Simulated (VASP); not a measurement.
Crystal: HgTe.

```xyz
2
Lattice="-3.0456 3.0456 1.5594 3.0456 -3.0456 1.5594 3.0456 3.0456 -1.5594" Properties=species:S:1:pos:R:3 pbc="T T T"
Hg    0.0000    3.0456    0.7797
Te    0.0000    0.0000    0.0000
```

| Quantity | Value |
| --- | --- |
| Program | VASP 6.6.1 |
| Task | relaxation of cell and atoms |
| Functional | PBE |
| Potentials or basis | VASP PAW PBE potentials, release 64 (Hg, Te) |
| Cutoff | 600 eV |
| k mesh | 10 × 10 × 10 |
| Occupations | fermi-dirac, width 0.05 eV |
| Spin | no spin polarisation |

At the start: pressure 0.1 GPa; volume 28.93 Å³/atom.

Where does the relaxation end?

Over 10 steps the energy falls by 24.4 meV/atom and the volume is 28.68 Å³/atom (-0.9 %); space group I-4m2 (No. 119, to 0.1 Å) before and after.

Step by step:
```
step  energy change (eV)  largest force (eV/Å)  pressure (GPa)  volume (Å³)
   1              0.0000                0.0000            0.07        57.86
   2             -0.0350                0.0000           -0.33        57.93
   3             -0.0477                0.0000           -0.44        57.94
   4             -0.0479                0.0000           -0.45        57.94
   5             -0.0486                0.0000            0.15        57.14
   6             -0.0487                0.0000            0.03        57.36
   7             -0.0487                0.0000           -0.05        57.41
   8             -0.0487                0.0000           -0.05        57.39
   9             -0.0487                0.0000           -0.04        57.37
  10             -0.0487                0.0000           -0.01        57.36
```

Final structure:
```yaml
crystal:
  lattice:
    - [-2.95883, 2.95883, 1.63785]
    - [2.95883, -2.95883, 1.63785]
    - [2.95883, 2.95883, -1.63785]
  atoms:
    - { symbol: Hg, position: [0.75000, 0.25000, 0.50000] }
    - { symbol: Te, position: [0.00000, 0.00000, 0.00000] }
```
